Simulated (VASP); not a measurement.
Set up this calculation in VASP 6.6.1, as the native input.

```
Task                   : single point
Functional             : PBEsol
Potentials or basis    : VASP PAW PBE potentials, release 64 (W_sv, S)
Cutoff                 : 520 eV
k mesh                 : 12 × 12 × 4
Occupations            : gaussian, width 0.05 eV
Spin                   : no spin polarisation
Dipole correction      : no
Further INCAR settings : ALGO = Normal; EDIFF = 1e-06; NBANDS = 35
```

The structure of WS2 lies in POSCAR:

```
WS2
1.0
    3.1799996605      0.0000000000      0.0000000000
   -1.5899998303      2.7539604900      0.0000000000
    0.0000000000      0.0000000000     12.5000000000
W S
2 4
Direct
    0.3333333333      0.6666666667      0.2500000000
    0.6666666667      0.3333333333      0.7500000000
    0.1682389761      0.5015723094      0.6200000000
    0.6666666667      0.3333333333      0.1200000000
    0.3333333333      0.6666666667      0.8800000000
    0.6666666667      0.3333333333      0.3800000000
```

This cell differs from its parent crystal: atom 3 (S) moved +0.525 Å towards its neighbour atom 3 (S) at 3.180 Å.

The input as run:

INCAR

```
SYSTEM = WS2
PREC     = Accurate       ! precision mode
ENCUT    = 520            ! plane-wave cutoff, eV
EDIFF    = 1E-6           ! SCF threshold, eV
ISMEAR   = 0              ! smearing method
SIGMA    = 0.05           ! smearing width, eV
LREAL    = .False.        ! projectors in reciprocal space
LASPH    = .True.         ! aspherical terms in the spheres
NELM     = 100            ! most SCF steps
ALGO     = Normal         ! electronic algorithm
ISIF     = 2              ! what is computed and relaxed
LWAVE    = .False.        ! write WAVECAR
LCHARG   = .False.        ! write CHGCAR
GGA      = PS             ! functional
NBANDS   = 35             ! bands
```

KPOINTS

```
regular mesh
0
Gamma
  12 12 4
  0 0 0
```

Potentials or basis: VASP PAW PBE potentials, release 64 (W_sv, S).

Run with:

```bash
$ cat potpaw_PBE.64/W_sv/POTCAR potpaw_PBE.64/S/POTCAR > POTCAR
$ mpirun -np 1 vasp_std > vasp.out
```

Results of the run:

| Property | Result |
| --- | --- |
| Pressure | -4.6 GPa |
| Largest force | 5.079 eV/Å |
| Band gap on the k mesh | 0.58 eV |

Caveat: the cell differs from its parent crystal (atom 3 (S) moved +0.525 Å towards its neighbour atom 3 (S) at 3.180 Å); the cell stands under tension; the PAW data sets were made with another functional, which shifts forces and pressure a little; spin-orbit coupling is left out, which moves the levels of the heavy elements.

It took 12 min on 1 thread of Oxide Virtual Turin-like Processor, with other jobs on the host, peak memory 0.83 GiB.
